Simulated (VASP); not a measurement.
AgCl, 2 atoms in the cell. Symmetry: I4/mmm, No. 139, tetragonal system. Conventional cell: a = 3.922 Å, b = 3.922 Å, c = 5.491 Å, α = 90.00°, β = 90.00°, γ = 90.00°. Ag (site symmetry 4/mmm) has 6 Cl at 2.75 to 2.77 Å within 3.6 Å. Cl (site symmetry 4/mmm) has 6 Ag at 2.75 to 2.77 Å within 3.6 Å.  This cell differs from its parent crystal: zz strain of -1 %.

* Program: VASP 6.6.1
* Task: single point
* Functional: LDA
* Potentials or basis: VASP PAW LDA potentials, release 64 (Ag, Cl)
* Cutoff: 520 eV
* k mesh: 8 × 8 × 8
* Occupations: fermi-dirac, width 0.02 eV
* Spin: no spin polarisation
* Dipole correction: no
* Further INCAR settings: ALGO = Normal; EDIFF = 1e-06; NBANDS = 16

Potentials or basis: VASP PAW LDA potentials, release 64 (Ag, Cl).

The run is started by

```bash
$ cat potpaw_LDA.64/Ag/POTCAR potpaw_LDA.64/Cl/POTCAR > POTCAR
$ mpirun -np 1 vasp_std > vasp.out
```

Hardware: 1 thread of Intel(R) Xeon(R) 6975P-C (Granite Rapids) (shared host).

**Question.** Estimate the wall time of this run.

**Answer.** Wall time 14 s on 1 thread of Intel(R) Xeon(R) 6975P-C (Granite Rapids), on a shared host, peak memory 0.16 GiB. Counts: scf iterations 11, k points 59.
